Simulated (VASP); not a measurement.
# MgO (Fm-3m) in VASP: notebook

The runs below take MgO through vibrations by perturbation theory, with LDA.

Program: VASP 6.6.1. These are calculated values, not measurements. Logs are shortened: lines on timing, memory, paths and dates and some standing lists are left out, and cuts for length are marked.

### 1 The cell of the first run

It takes space group Fm-3m (No. 225, cubic). The conventional cell has a = 4.138 Å, b = 4.138 Å, c = 4.138 Å, α = 90.00°, β = 90.00°, γ = 90.00°. Within 2.7 Å of Mg (site symmetry m-3m) lie 6 O at 2.07 Å. O (site symmetry m-3m) has 6 Mg at 2.07 Å within 2.7 Å.

### 2 Vibrations by perturbation theory, LDA (volume scaled by 0.985)

INCAR

```
SYSTEM = MgO
ALGO = Normal
EDIFF = 1E-8
ENCUT = 520
GGA = CA
IBRION = 8
ISIF = 2
ISMEAR = 0
LASPH = .TRUE.
LCHARG = .FALSE.
LREAL = .FALSE.
LWAVE = .FALSE.
NELM = 100
NSW = 1
PREC = Accurate
SIGMA = 0.01
```

KPOINTS

```
k-points
0
G
  10 10 10
  0 0 0
```

POSCAR

```
MgO
1.0
    0.0000000000      2.0691418245      2.0691418245
    2.0691418245      0.0000000000      2.0691418245
    2.0691418245      2.0691418245      0.0000000000
Mg O
1 1
Direct
    0.0000000000      0.0000000000      0.0000000000
    0.5000000000      0.5000000000      0.5000000000
```

Potentials or basis: VASP PAW LDA potentials, release 64 (Mg, O).

On the command line:

```sh
cat potpaw_LDA.64/Mg/POTCAR potpaw_LDA.64/O/POTCAR > POTCAR
mpirun -np 1 vasp_std > vasp.out
```

OUTCAR:

```text
SYSTEM = MgO
   EDIFF = 1E-8
   ENCUT = 520
   GGA = CA
   IBRION = 8
   ISIF = 2
   ISMEAR = 0
   LASPH = .TRUE.
   LREAL = .FALSE.
   NELM = 100
   NSW = 1
   PREC = Accurate

 ion  position               nearest neighbor table
   1  0.000  0.000  0.000-   2 2.07   2 2.07   2 2.07   2 2.07   2 2.07   2 2.07
   2  0.500  0.500  0.500-   1 2.07   1 2.07   1 2.07   1 2.07   1 2.07   1 2.07

  LATTYP: Found a face centered cubic cell.
 ALAT       =     4.1382836490

  Lattice vectors:

 A1 = (   0.0000000000,   2.0691418245,   2.0691418245)
 A2 = (   2.0691418245,   0.0000000000,   2.0691418245)
 A3 = (   2.0691418245,   2.0691418245,   0.0000000000)

Analysis of symmetry for initial positions (statically):
=====================================================================
 Subroutine PRICEL returns:
 Original cell was already a primitive cell.

 Routine SETGRP: Setting up the symmetry group for a
 face centered cubic supercell.

 Subroutine GETGRP returns: Found 48 space group operations
 (whereof 48 operations were pure point group operations)
 out of a pool of 48 trial point group operations.

The static configuration has the point symmetry O_h .

Analysis of symmetry for dynamics (positions and initial velocities):
=====================================================================
 Subroutine PRICEL returns:
 Original cell was already a primitive cell.

 Routine SETGRP: Setting up the symmetry group for a
 face centered cubic supercell.

 Subroutine GETGRP returns: Found 48 space group operations
 (whereof 48 operations were pure point group operations)
 out of a pool of 48 trial point group operations.

The dynamic configuration has the point symmetry O_h .

 Subroutine INISYM returns: Found 48 space group operations
 (whereof 48 operations are pure point group operations),
 and found     1 'primitive' translations

----------------------------------------------------------------------------------------

[... 424 lines left out ...]
  external PRESSURE =      10.0915096 kB  Pullay stress =       0.0000000 kB

 VOLUME and BASIS-vectors are now :
 -----------------------------------------------------------------------------
  energy-cutoff  :      520.00
  volume of cell :       17.72
      direct lattice vectors                 reciprocal lattice vectors
     0.000000000  2.069141824  2.069141824    -0.241646075  0.241646075  0.241646075
     2.069141824  0.000000000  2.069141824     0.241646075 -0.241646075  0.241646075
     2.069141824  2.069141824  0.000000000     0.241646075  0.241646075 -0.241646075

 POSITION                                       TOTAL-FORCE (eV/Angst)
 -----------------------------------------------------------------------------------
      0.00000      0.00000      0.00000         0.000000      0.000000      0.000000
      2.06914      2.06914      2.06914        -0.000000     -0.000000      0.000000
 -----------------------------------------------------------------------------------
    total drift:                               -0.000000     -0.000000      0.000000

  FREE ENERGIE OF THE ION-ELECTRON SYSTEM (eV)
  ---------------------------------------------------
  free  energy   TOTEN  =       -13.4450123602 eV

  energy  without entropy=      -13.4450123602  energy(sigma->0) =      -13.44501236

[... ionic steps 2 to 3 ...]

--------------------------------------- Ionic step        4  -------------------------------------------

------------------------ aborting loop because EDIFF is reached ----------------------------------------

[... ionic steps 5 to 6 ...]

--------------------------------------- Ionic step        7  -------------------------------------------

 Free energy of the ion-electron system (eV)
  ---------------------------------------------------
  ---------------------------------------------------
  free energy    TOTEN  =        -0.35236235 eV

  energy without entropy =       -0.35236235

------------------------ aborting loop because EDIFF is reached ----------------------------------------

 INTERNAL STRAIN TENSOR  FOR ION    2  DIRECTION 1   (eV/Angst):
 -----------------------------------------------------------------------------
    -0.00517 -0.00000  0.00000
     0.00000  0.00715  0.00000
    -0.00000  0.00000  0.00715

 INTERNAL STRAIN TENSOR FOR ION    2 for displacements in x,y,z  (eV/Angst):
          X           Y           Z          XY          YZ          ZX
  --------------------------------------------------------------------------------
  x     0.00000     0.00000     0.00000     0.00000     0.00000     0.00000
  y     0.00000     0.00000     0.00000     0.00000     0.00000     0.00000
  z     0.00000     0.00000     0.00000     0.00000     0.00000     0.00000

 SECOND DERIVATIVES (NOT SYMMETRIZED)
 ------------------------------------
               1X          1Y          1Z          2X          2Y          2Z
  1X    -6.530025    0.000000    0.000000    6.530025    0.000000    0.000000
  1Y     0.000000   -6.530025    0.000000    0.000000    6.530025    0.000000
  1Z     0.000000    0.000000   -6.530025    0.000000    0.000000    6.530025
  2X     6.520799    0.000000    0.000000   -6.520799    0.000000    0.000000
  2Y     0.000000    6.520799    0.000000    0.000000   -6.520799    0.000000
  2Z     0.000000    0.000000    6.520799    0.000000    0.000000   -6.520799

 Eigenvectors and eigenvalues of the dynamical matrix
 ----------------------------------------------------

   1 f  =   12.855671 THz    80.774565 2PiTHz  428.819039 cm-1    53.166761 meV
             X         Y         Z           dx          dy          dz
      0.000000  0.000000  0.000000     0.000000    0.630327    0.000000
      2.069142  2.069142  2.069142     0.000000   -0.776330    0.000000
[... 21 lines left out ...]
   6 f/i=    0.004447 THz     0.027942 2PiTHz    0.148341 cm-1     0.018392 meV
             X         Y         Z           dx          dy          dz
      0.000000  0.000000  0.000000     0.000000    0.000000    0.776330
      2.069142  2.069142  2.069142     0.000000    0.000000    0.630327

--------------------------------------------------------------------------------------------------------

 ELASTIC MODULI CONTR FROM IONIC RELAXATION (kBar)
 Direction    XX          YY          ZZ          XY          YZ          ZX
 --------------------------------------------------------------------------------
 XX           0.0000      0.0000      0.0000      0.0000      0.0000      0.0000
 YY           0.0000      0.0000      0.0000      0.0000      0.0000      0.0000
 ZZ           0.0000      0.0000      0.0000      0.0000      0.0000      0.0000
 XY           0.0000      0.0000      0.0000      0.0000      0.0000      0.0000
 YZ           0.0000      0.0000      0.0000      0.0000      0.0000      0.0000
 ZX           0.0000      0.0000      0.0000      0.0000      0.0000      0.0000
 --------------------------------------------------------------------------------
```

stdout:

```text
POSCAR found type information on POSCAR MgO
 POSCAR found :  2 types and       2 ions
 scaLAPACK will be used
 LDA part: xc-table for (Slater(with rela. corr.)+CA(PZ))
 , standard interpolation
 POSCAR, INCAR and KPOINTS ok, starting setup
 FFT: planning ... GRIDC
 FFT: planning ... GRID_SOFT
 FFT: planning ... GRID
 WAVECAR not read
 entering main loop
 Linear response reoptimize wavefunctions to high precision
 Linear response DOF=           2
 Linear response progress:
 first order change of Fermi-energy   0.50446E-04
 force on displaced ion       1 direction 1 :  -6.530   0.000   0.000
 Linear response progress:
 first order change of Fermi-energy   0.11072E-02
 force on displaced ion       2 direction 1 :  -6.521   0.000   0.000
 Linear response finished
```

It took 37 s on 1 thread of Intel Xeon Platinum 8259CL at 2.50GHz (Skylake/Cascade Lake), shared host; peak memory 0.18 GiB.

Results:

| Item | Value |
| --- | --- |
| Highest phonon frequency at Γ, LO-TO splitting left out | 429 cm⁻¹ |

Phonon frequencies in cm⁻¹ (negative: imaginary):
| q point | frequencies |
| --- | --- |
| (0.000, 0.000, 0.000) | 0 0 0 429 429 429 |

Caveat: the cell differs from its parent crystal (volume scaled by 0.985); the cell wasn't relaxed at this level first, which shifts response properties.

### 3 Vibrations by perturbation theory, LDA

This run uses another cell than the first one, of 8.99 Å³/atom, 1.015 times its volume.

INCAR

```
SYSTEM = MgO
PREC = Accurate
ENCUT = 520
EDIFF = 1E-8
ISMEAR = 0
SIGMA = 0.01
LREAL = .False.
LASPH = .True.
NELM = 100
ALGO = Normal
ISIF = 2
LWAVE = .False.
LCHARG = .False.
GGA = CA
NBANDS = 11
IBRION = 8
NSW = 1
```

KPOINTS

```
Automatic mesh
0
Gamma
  10 10 10
  0 0 0
```

POSCAR

```
MgO
1.0
    0.0000000000      2.0795922130      2.0795922130
    2.0795922130      0.0000000000      2.0795922130
    2.0795922130      2.0795922130      0.0000000000
Mg O
1 1
Direct
    0.0000000000      0.0000000000      0.0000000000
    0.5000000000      0.5000000000      0.5000000000
```

Potentials or basis: VASP PAW LDA potentials, release 64 (Mg, O).

On the command line:

```sh
cat potpaw_LDA.64/Mg/POTCAR potpaw_LDA.64/O/POTCAR > POTCAR
mpirun -np 1 vasp_std > vasp.out
```

OUTCAR:

```text
SYSTEM = MgO
   PREC = Accurate
   ENCUT = 520
   EDIFF = 1E-8
   ISMEAR = 0
   LREAL = .False.
   LASPH = .True.
   NELM = 100
   ISIF = 2
   GGA = CA
   IBRION = 8
   NSW = 1

 ion  position               nearest neighbor table
   1  0.000  0.000  0.000-   2 2.08   2 2.08   2 2.08   2 2.08   2 2.08   2 2.08
   2  0.500  0.500  0.500-   1 2.08   1 2.08   1 2.08   1 2.08   1 2.08   1 2.08

  LATTYP: Found a face centered cubic cell.
 ALAT       =     4.1591844260

  Lattice vectors:

 A1 = (   0.0000000000,   2.0795922130,   2.0795922130)
 A2 = (   2.0795922130,   0.0000000000,   2.0795922130)
 A3 = (   2.0795922130,   2.0795922130,   0.0000000000)

Analysis of symmetry for initial positions (statically):
=====================================================================
 Subroutine PRICEL returns:
 Original cell was already a primitive cell.

 Routine SETGRP: Setting up the symmetry group for a
 face centered cubic supercell.

 Subroutine GETGRP returns: Found 48 space group operations
 (whereof 48 operations were pure point group operations)
 out of a pool of 48 trial point group operations.

The static configuration has the point symmetry O_h .

Analysis of symmetry for dynamics (positions and initial velocities):
=====================================================================
 Subroutine PRICEL returns:
 Original cell was already a primitive cell.

 Routine SETGRP: Setting up the symmetry group for a
 face centered cubic supercell.

 Subroutine GETGRP returns: Found 48 space group operations
 (whereof 48 operations were pure point group operations)
 out of a pool of 48 trial point group operations.

The dynamic configuration has the point symmetry O_h .

 Subroutine INISYM returns: Found 48 space group operations
 (whereof 48 operations are pure point group operations),
 and found     1 'primitive' translations

----------------------------------------------------------------------------------------

                                     Primitive cell

  volume of cell :      17.9872

  direct lattice vectors                    reciprocal lattice vectors
     0.000000000  2.079592213  2.079592213    -0.240431752  0.240431752  0.240431752
     2.079592213  0.000000000  2.079592213     0.240431752 -0.240431752  0.240431752
     2.079592213  2.079592213  0.000000000     0.240431752  0.240431752 -0.240431752

  length of vectors
     2.940987512  2.940987512  2.940987512     0.416440011  0.416440011  0.416440011

  position of ions in fractional coordinates (direct lattice)
     0.000000000  0.000000000  0.000000000
     0.500000000  0.500000000  0.500000000

  ion indices of the primitive-cell ions
   primitive index   ion index
                 1           1
                 2           2

[... 134 lines left out ...]
      4       3.1743      2.00000
      5       8.2093      0.00000
      6      18.9052      0.00000
      7      18.9052      0.00000
      8      18.9052      0.00000
      9      23.0301      0.00000
     10      24.7208      0.00000
     11      24.7208      0.00000
[... 309 lines left out ...]
 k-point    24 :       0.4000    0.3000    0.0000
  band No.  band energies     occupation
      1     -12.6398      2.00000
      2      -0.5809      2.00000
      3       1.7881      2.00000
      4       2.0227      2.00000
      5      12.8797      0.00000
      6      13.3092      0.00000
      7      16.9011      0.00000
      8      21.5318      0.00000
      9      21.7493      0.00000
     10      28.2099      0.00000
     11      30.6337      0.00000

 [... further k-points ...]
[... 5 lines left out ...]
  --------------------------------------------------------------------------------------
  -------------------------------------------------------------------------------------
  Total       -0.1883349     -0.1883349     -0.1883349      0.0000000      0.0000000     -0.0000000
  in kB      -16.7755537    -16.7755537    -16.7755537      0.0000000      0.0000000     -0.0000000
  external PRESSURE =     -16.7755537 kB  Pullay stress =       0.0000000 kB

 VOLUME and BASIS-vectors are now :
 -----------------------------------------------------------------------------
  energy-cutoff  :      520.00
  volume of cell :       17.99
      direct lattice vectors                 reciprocal lattice vectors
     0.000000000  2.079592213  2.079592213    -0.240431752  0.240431752  0.240431752
     2.079592213  0.000000000  2.079592213     0.240431752 -0.240431752  0.240431752
     2.079592213  2.079592213  0.000000000     0.240431752  0.240431752 -0.240431752

 POSITION                                       TOTAL-FORCE (eV/Angst)
 -----------------------------------------------------------------------------------
      0.00000      0.00000      0.00000         0.000000      0.000000     -0.000000
      2.07959      2.07959      2.07959        -0.000000     -0.000000      0.000000
 -----------------------------------------------------------------------------------
    total drift:                               -0.000000     -0.000000      0.000000

  FREE ENERGIE OF THE ION-ELECTRON SYSTEM (eV)
  ---------------------------------------------------
  free  energy   TOTEN  =       -13.4447834380 eV

  energy  without entropy=      -13.4447834380  energy(sigma->0) =      -13.44478344

[... ionic steps 2 to 3 ...]

--------------------------------------- Ionic step        4  -------------------------------------------

------------------------ aborting loop because EDIFF is reached ----------------------------------------

[... ionic steps 5 to 6 ...]

--------------------------------------- Ionic step        7  -------------------------------------------

 Free energy of the ion-electron system (eV)
  ---------------------------------------------------
  ---------------------------------------------------
  free energy    TOTEN  =        -0.35241201 eV

  energy without entropy =       -0.35241201

------------------------ aborting loop because EDIFF is reached ----------------------------------------

 INTERNAL STRAIN TENSOR  FOR ION    2  DIRECTION 1   (eV/Angst):
 -----------------------------------------------------------------------------
    -0.00486 -0.00000  0.00000
     0.00000  0.00708  0.00000
     0.00000  0.00000  0.00708

 INTERNAL STRAIN TENSOR FOR ION    2 for displacements in x,y,z  (eV/Angst):
          X           Y           Z          XY          YZ          ZX
  --------------------------------------------------------------------------------
  x     0.00000     0.00000     0.00000     0.00000     0.00000     0.00000
  y     0.00000     0.00000     0.00000     0.00000     0.00000     0.00000
  z     0.00000     0.00000     0.00000     0.00000     0.00000     0.00000

 SECOND DERIVATIVES (NOT SYMMETRIZED)
 ------------------------------------
               1X          1Y          1Z          2X          2Y          2Z
  1X    -6.093981    0.000000    0.000000    6.093981    0.000000    0.000000
  1Y     0.000000   -6.093981    0.000000    0.000000    6.093981    0.000000
  1Z     0.000000    0.000000   -6.093981    0.000000    0.000000    6.093981
  2X     6.100091    0.000000    0.000000   -6.100091    0.000000    0.000000
  2Y     0.000000    6.100091    0.000000    0.000000   -6.100091    0.000000
  2Z     0.000000    0.000000    6.100091    0.000000    0.000000   -6.100091

 Eigenvectors and eigenvalues of the dynamical matrix
 ----------------------------------------------------

   1 f  =   12.428085 THz    78.087960 2PiTHz  414.556285 cm-1    51.398406 meV
             X         Y         Z           dx          dy          dz
      0.000000  0.000000  0.000000     0.000000    0.000000   -0.629868
      2.079592  2.079592  2.079592     0.000000    0.000000    0.776703
[... 21 lines left out ...]
   6 f/i=    0.003047 THz     0.019142 2PiTHz    0.101621 cm-1     0.012599 meV
             X         Y         Z           dx          dy          dz
      0.000000  0.000000  0.000000    -0.600730    0.492332   -0.000000
      2.079592  2.079592  2.079592    -0.487162    0.399257    0.000000

--------------------------------------------------------------------------------------------------------

 ELASTIC MODULI CONTR FROM IONIC RELAXATION (kBar)
 Direction    XX          YY          ZZ          XY          YZ          ZX
 --------------------------------------------------------------------------------
 XX           0.0000      0.0000      0.0000      0.0000      0.0000      0.0000
 YY           0.0000      0.0000      0.0000      0.0000      0.0000      0.0000
 ZZ           0.0000      0.0000      0.0000      0.0000      0.0000      0.0000
 XY           0.0000      0.0000      0.0000      0.0000      0.0000      0.0000
 YZ           0.0000      0.0000      0.0000      0.0000      0.0000      0.0000
 ZX           0.0000      0.0000      0.0000      0.0000      0.0000      0.0000
 --------------------------------------------------------------------------------
```

stdout:

```text
POSCAR found type information on POSCAR MgO
 POSCAR found :  2 types and       2 ions
 scaLAPACK will be used
 LDA part: xc-table for (Slater(with rela. corr.)+CA(PZ))
 , standard interpolation
 POSCAR, INCAR and KPOINTS ok, starting setup
 FFT: planning ... GRIDC
 FFT: planning ... GRID_SOFT
 FFT: planning ... GRID
 WAVECAR not read
 entering main loop
 Linear response reoptimize wavefunctions to high precision
 Linear response DOF=           2
 Linear response progress:
 first order change of Fermi-energy  -0.10361E-03
 force on displaced ion       1 direction 1 :  -6.094   0.000   0.000
 Linear response progress:
 first order change of Fermi-energy   0.10846E-02
 force on displaced ion       2 direction 1 :  -6.100   0.000   0.000
 Linear response finished
```

Wall time 33 s (1 thread of Intel Xeon Platinum 8259CL at 2.50GHz (Skylake/Cascade Lake), shared host); peak memory 0.19 GiB.

Results:

| Item | Value |
| --- | --- |
| Highest phonon frequency at Γ, LO-TO splitting left out | 415 cm⁻¹ |

Phonon frequencies in cm⁻¹ (negative: imaginary):
```tsv
q point	frequencies
(0.000, 0.000, 0.000)	0 0 0 415 415 415
```

Caveat: the cell wasn't relaxed at this level first, which shifts response properties.

[end of part 1 of 3]
